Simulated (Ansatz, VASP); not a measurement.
# One calculation of HgTe, two programs

```
Hg Te
1.0
     0.00000    3.21272    3.21272
     3.21272    0.00000    3.21272
     3.21272    3.21272    0.00000
Hg Te
1 1
Direct
  0.00000 0.00000 0.00000
  0.75000 0.75000 0.75000
```

Change from the starting cell: volume scaled by 0.99.

Alike in both runs: task single point; functional PBE; k mesh 11 × 11 × 11; occupations fermi-dirac, width 0.03 eV; no spin polarisation.

|  | VASP | Ansatz |
| --- | --- | --- |
| version | VASP 6.6.1 | Ansatz 0.2.0 |
| potentials or method | VASP PAW PBE potentials, release 64 (Hg, Te), cutoff 520 eV | all-electron LAPW, scalar-relativistic |

```csv
,VASP,Ansatz,Ansatz less VASP
pressure (GPa),4.7,4.6,-0.07
```

Ansatz ran all-electron here, and VASP with PAW potentials.

Neither program's run includes spin-orbit coupling.
